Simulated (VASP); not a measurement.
Crystal: PrBe3Si.

```
Pr Be Si
1.0
     4.27519    0.00000    0.00000
     0.00000    4.27519    0.00000
     0.00000    0.00000    4.27519
Pr Be Si
1 3 1
Direct
  0.00000 0.00000 0.00000
  0.50000 0.00000 0.00000
  0.00000 0.50000 0.00000
  0.00000 0.00000 0.50000
  0.50000 0.50000 0.50000
```

The cell was generated, and may not be a known phase.

- Program: VASP 6.6.1
- Task: relaxation of cell and atoms
- Functional: PBE
- Potentials or basis: VASP PAW PBE potentials, release 64 (Pr_3, Be, Si), 4f in core
- Cutoff: 600 eV
- k mesh: 4 × 4 × 4
- Occupations: gaussian, width 0.2 eV
- Spin: no spin polarisation

At the start: pressure 18.3 GPa; volume 15.63 Å³/atom.

How do energy, volume and symmetry change on relaxing?

Over 5 steps the energy falls by 310.6 meV/atom and the volume is 24.69 Å³/atom (+58.0 %); space group Pm-3m (No. 221, to 0.1 Å) before and after.

The path:
```tsv
step	energy change (eV)	largest force (eV/Å)	pressure (GPa)	volume (Å³)
1	0.0000	0.0000	18.28	78.14
2	-1.3054	0.0000	3.96	100.09
3	-1.4727	0.0000	1.88	109.52
4	-1.5392	0.0000	-0.71	130.12
5	-1.5530	0.0000	0.06	123.47
```

Final structure:
```
Pr Be Si
1.0
     4.97955    0.00000    0.00000
     0.00000    4.97955    0.00000
     0.00000    0.00000    4.97955
Pr Be Si
1 3 1
Direct
  0.00000 0.00000 0.00000
  0.50000 0.00000 0.00000
  0.00000 0.50000 0.00000
  0.00000 0.00000 0.50000
  0.50000 0.50000 0.50000
```

Caveat: the k points lie up to 0.32 Å⁻¹ apart in the final cell, too coarse for converged energies and pressures of a metal; the volume moved by over 15 % at a fixed basis, so the end points are rough; the highest band is partly filled, so the run has too few bands.
